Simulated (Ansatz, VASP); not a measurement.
**GaAs: VASP beside Ansatz**

File POSCAR:

```
GaAs
1.0
    0.0000000000      2.7480925426      2.7480925426
    2.7480925426      0.0000000000      2.7480925426
    2.7480925426      2.7480925426      0.0000000000
Ga As
1 1
Direct
    0.0000000000      0.0000000000      0.0000000000
    0.2500000000      0.2500000000      0.2500000000
```

INCAR.step1

```
ALGO = Normal
EDIFF = 1E-5
ENCUT = 520
GGA = PE
ISIF = 2
ISMEAR = 0
LASPH = T
LREAL = F
LWAVE = T
NBANDS = 16
NELM = 100
PREC = Accurate
SIGMA = 0.01
```

File INCAR.step2:

```
ALGO = Normal
EDIFF = 1E-7
ENCUT = 520
GGA = PE
HFSCREEN = 0.2079
ISIF = 2
ISMEAR = 0
ISTART = 1
LASPH = T
LCHARG = T
LELF = T
LHFCALC = T
LREAL = F
LVHAR = T
LWAVE = F
NBANDS = 16
NELM = 100
PREC = Accurate
PRECFOCK = Normal
SIGMA = 0.01
```

Contents of KPOINTS:

```
k-points
0
Gamma
  6 6 6
```

Input for Ansatz:

```yaml
crystal:
  lattice:
    - [0.0, 2.7480925426, 2.7480925426]
    - [2.7480925426, 0.0, 2.7480925426]
    - [2.7480925426, 2.7480925426, 0.0]
  atoms:
    - { symbol: Ga, position: [0.0, 0.0, 0.0] }
    - { symbol: As, position: [0.25, 0.25, 0.25] }
kpoints:
  mp_grid: { grid: [6, 6, 6] }
  band_path:
    path:
      - [0.0, 0.0, 0.0]
      - [-0.5, -0.5, 0.0]
      - [-0.375, -0.375, 0.25]
      - [-0.375, 0.0, 0.375]
      - [0.0, 0.0, 0.5]
      - [-0.5, -0.25, 0.25]
    npoints: 1
hamiltonian:
  xc: hse06
scf:
  occupations: { method: fixed }
  n_extra_bands: 4
output:
  forces: true
  stress: true
  eigenvalues: true
  write_density: true
  write_potential: true
  elf: true
  volumetric_format: npy
```

Change from the starting cell: hydrostatic strain -3.0%.

Alike in both runs: task single point; functional HSE06; k mesh 6 × 6 × 6; no spin polarisation.

|  | VASP | Ansatz |
| --- | --- | --- |
| version | VASP 6.6.1 | Ansatz 0.2.0 |
| potentials or method | VASP PAW PBE potentials, release 64 (Ga_d, As) | plane waves, PAW |
| plane-wave cutoff (eV) | 520 | 420 |
| occupations | gaussian, width 0.01 eV | fixed |
| valence electrons in the cell | 18 | 28 |

|  | VASP | Ansatz | Ansatz less VASP |
| --- | --- | --- | --- |
| gap on the k mesh at the Fermi level (eV) | 1.90 | 1.89 | -0.013 |
| pressure (GPa) | 8.9 | 9.1 | +0.21 |

VASP's potentials hold 18 valence electrons a cell and Ansatz's 28, so a difference there can come from the potentials and not from the codes. Ansatz's warnings: stress exchange threshold loose, stress scf threshold loose.
